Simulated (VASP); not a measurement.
A run of VASP 6.6.1:

Contents of INCAR:

```
PREC     = Accurate       # precision mode
ENCUT    = 500            # plane-wave cutoff, eV
EDIFF    = 1E-8           # SCF threshold, eV
ISMEAR   = 0              # smearing method
SIGMA    = 0.01           # smearing width, eV
LREAL    = F              # projectors in reciprocal space
LASPH    = T              # aspherical terms in the spheres
NELM     = 120            # most SCF steps
ALGO     = Normal         # electronic algorithm
ISIF     = 2              # what is computed and relaxed
LWAVE    = F              # write WAVECAR
LCHARG   = T              # write CHGCAR
GGA      = PS             # functional
IBRION   = 8              # ionic algorithm
NSW      = 1              # ionic steps
GGA_COMPAT= F
```

File KPOINTS:

```
Automatic mesh
0
Gamma
  6 6 6
```

POSCAR

```
AgI
1.0
    3.1711844924      3.1711844924      0.0000000000
   -3.1711844924      3.1711844924      0.0000000000
    0.0000000000      3.1711844924      3.1711844924
Ag I
1 1
Direct
    0.0000000000      0.0000000000      0.0000000000
    0.7500000000      0.2500000000      0.5000000000
```

Potentials or basis: VASP PAW PBE potentials, release 64 (Ag, I).

Command:

```bash
$ cat potpaw_PBE.64/Ag/POTCAR potpaw_PBE.64/I/POTCAR > POTCAR
$ mpirun -np 1 vasp_std > vasp.out
```

Hardware: 1 thread of AMD EPYC 9R45 96-Core Processor (Zen 5), on a shared host.

Question: How long does it take, and how much memory?

Answer: Run time: 94 s on 1 thread of AMD EPYC 9R45 96-Core Processor (Zen 5), on a shared host, peak memory 0.27 GiB. Counts: scf iterations 41, k points 16.
